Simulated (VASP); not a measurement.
## P: single point with LDA

P:

```
P
1.0
     1.61411   -5.35348    0.00000
     1.61411    5.35348    0.00000
     0.00000    0.00000    4.45088
P
4
Cartesian
  1.6141 -4.3271 2.6207
  1.6141 4.3271 1.8301
  1.6141 -1.0263 0.3953
  1.6141 1.0263 4.0556
```

This cell differs from its parent crystal: volume scaled by 0.94.

```json
{
 "Program": "VASP 6.6.1",
 "Task": "single point",
 "Functional": "LDA",
 "Potentials or basis": "VASP PAW LDA potentials, release 64 (P)",
 "Cutoff": "520 eV",
 "k mesh": "8 × 8 × 6",
 "Occupations": "fermi-dirac, width 0.05 eV",
 "Spin": "no spin polarisation"
}
```

* Pressure: 2.6 GPa
* Largest force: 0.692 eV/Å
* Band gap on the k mesh: 0.07 eV, direct

Forces on the atoms (eV/Å):
```
P    0.000  0.464 -0.513
P    0.000 -0.464  0.513
P    0.000 -0.464 -0.513
P    0.000  0.464  0.513
```

Stress tensor (GPa, compression positive):
```
3.36 0.00 0.00
0.00 2.09 0.00
0.00 0.00 2.40
```

Levels at points of the mesh, in eV from the valence-band top:
```csv
k point,band 7,band 8,band 9,band 10,band 11,band 12,band 13,band 14
"(0.00, 0.00, 0.00)",-4.19,-2.99,-2.60,-1.27,0.49,0.97,2.00,2.99
"(0.50, 0.00, 0.00)",-3.50,-3.50,-2.71,-2.71,0.60,0.60,1.35,1.35
"(0.50, 0.50, 0.00)",-4.30,-2.42,-1.65,0.00,0.08,0.77,2.29,2.88
"(0.00, 0.00, 0.50)",-3.35,-3.35,-1.65,-1.65,1.59,1.59,2.99,2.99
"(0.50, 0.00, 0.50)",-5.48,-5.48,-1.83,-1.83,1.59,1.59,3.55,3.55
"(0.50, 0.50, 0.50)",-2.84,-2.84,-1.96,-1.96,1.45,1.45,2.66,2.66
```

Wall time 3.1 min on 1 thread of Oxide Virtual Turin-like Processor, on a shared host, peak memory 0.2 GiB.

 A k mesh can miss the band edges.
